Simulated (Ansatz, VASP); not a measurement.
## Two plane-wave programs on ZrGa2Cl8

```
Zr Ga Cl
1.0
     6.14891    0.00000    0.00000
     0.00000    6.14891    0.00000
     0.00000    0.00000    6.14891
Zr Ga Cl
1 2 8
Direct
  0.00000 0.00000 0.50000
  0.50000 0.00000 0.00000
  0.00000 0.50000 0.00000
  0.75000 0.25000 0.25000
  0.25000 0.75000 0.25000
  0.25000 0.25000 0.75000
  0.75000 0.75000 0.75000
  0.25000 0.75000 0.75000
  0.75000 0.25000 0.75000
  0.75000 0.75000 0.25000
  0.25000 0.25000 0.25000
```

Change from the starting cell: ordered mixture with vacancies on the cation sites of fluorite (P4/mmm, No. 123).

Alike in both runs: task single point; functional PBE; k mesh 4 × 4 × 4; occupations gaussian, width 0.1 eV; no spin polarisation.

|  | VASP | Ansatz |
| --- | --- | --- |
| version | VASP 6.6.1 | Ansatz 0.2.0 |
| potentials or method | VASP PAW PBE potentials, release 64 (Zr_sv, Ga_d, Cl), cutoff 520 eV | scalar-relativistic, plane waves, PAW |
| valence electrons in the cell | 94 | 94 |

```tsv
	VASP	Ansatz	Ansatz less VASP
gap on the k mesh at the Fermi level (eV)	none	none	-
pressure (GPa)	4.7	4.7	+0.05
traceless stress, the component that is largest in VASP (GPa)	-0.33	-0.33	+0.003
rms of the force components (eV/Å)	0.291	0.289	-0.0020
```

Atom by atom the forces differ by 0.003 eV/Å (rms over components). A gap of «none» marks a metal or a gap that the smearing closes.
